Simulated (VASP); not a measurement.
Here is a VASP 6.6.1 calculation.

File INCAR:

```
SYSTEM = CuSn3
PREC = Accurate
ENCUT = 600
EDIFF = 1E-6
ISMEAR = -1
SIGMA = 0.05
LREAL = .False.
LASPH = .True.
NELM = 60
ALGO = Fast
ISIF = 3
LWAVE = .False.
LCHARG = .False.
GGA = PS
IVDW = 13
IBRION = 2
NSW = 60
EDIFFG = -0.01
```

The input KPOINTS:

```
regular mesh
0
Gamma
  8 8 8
  0 0 0
```

POSCAR

```
CuSn3
1.0
   -2.2399030000      2.2399030000      4.8707040000
    2.2399030000     -2.2399030000      4.8707040000
    2.2399030000      2.2399030000     -4.8707040000
Sn Cu
3 1
Direct
    0.5000000000      0.5000000000      0.0000000000
    0.2500000000      0.7500000000      0.5000000000
    0.7500000000      0.2500000000      0.5000000000
    0.0000000000      0.0000000000      0.0000000000
```

Potentials or basis: VASP PAW PBE potentials, release 64 (Sn_d, Cu).

Launch:

```console
$ cat potpaw_PBE.64/Sn_d/POTCAR potpaw_PBE.64/Cu/POTCAR > POTCAR
$ mpirun -np 1 vasp_std > vasp.out
```

Q: Predict the dispersion energy per atom.

A: -0.268 eV.

Q: Predict the space group after relaxing (to 0.1 Å).

A: I4/mmm (No. 139).

Stress tensor (GPa, compression positive):
```
-0.07  0.00  0.00
 0.00 -0.07  0.00
 0.00  0.00  0.05
```

Caveat: the PAW data sets were made with another functional, which shifts forces and pressure a little.
